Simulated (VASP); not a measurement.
Write the native input for VASP 6.6.1 that does the following.

```yaml
Task: single point
Functional: PBE
Potentials_or_basis: VASP PAW PBE potentials, release 64 (Al, Cu)
Cutoff: 520 eV
k_mesh: 8 × 8 × 8
Occupations: gaussian, width 0.1 eV
Spin: no spin polarisation
Dipole_correction: no
Further_INCAR_settings: ALGO = Normal; EDIFF = 1e-07; NBANDS = 26
```

The structure of Al7Cu lies in POSCAR:

```
Al7Cu
1.0
    0.0000000000      3.9797636000      3.9797636000
    3.9797636000      0.0000000000      3.9797636000
    3.9797636000      3.9797636000      0.0000000000
Al Cu
7 1
Direct
    0.5000000000      0.0000000000      0.0000000000
    0.0000000000      0.5000000000      0.5000000000
    0.0000000000      0.5000000000      0.0000000000
    0.5000000000      0.0000000000      0.5000000000
    0.0000000000      0.0000000000      0.5000000000
    0.5000000000      0.5000000000      0.0000000000
    0.0000000000      0.0000000000      0.0000000000
    0.5000000000      0.5000000000      0.5000000000
```

One way to write it, as run:

INCAR

```
SYSTEM = Al7Cu
ALGO = Normal
EDIFF = 1E-7
ENCUT = 520
GGA = PE
ISIF = 2
ISMEAR = 0
LASPH = .TRUE.
LCHARG = .TRUE.
LELF = .TRUE.
LREAL = .FALSE.
LVHAR = .TRUE.
LWAVE = .FALSE.
NBANDS = 26
NELM = 100
PREC = Accurate
SIGMA = 0.1
```

KPOINTS

```
k-points
0
G
  8 8 8
  0 0 0
```

Potentials or basis: VASP PAW PBE potentials, release 64 (Al, Cu).

The run is started by

```bash
$ cat potpaw_PBE.64/Al/POTCAR potpaw_PBE.64/Cu/POTCAR > POTCAR
$ mpirun -np 1 vasp_std > vasp.out
```

It gave:

```yaml
Pressure: 0.1 GPa
Band_gap_on_the_k_mesh: zero (band 16 reaches 8.99 eV, above the bottom of band 17 at 5.57 eV)
```

Run time: 97 s on 1 thread of AMD EPYC 9R45 96-Core Processor (Zen 5) (shared host), peak memory 0.26 GiB.
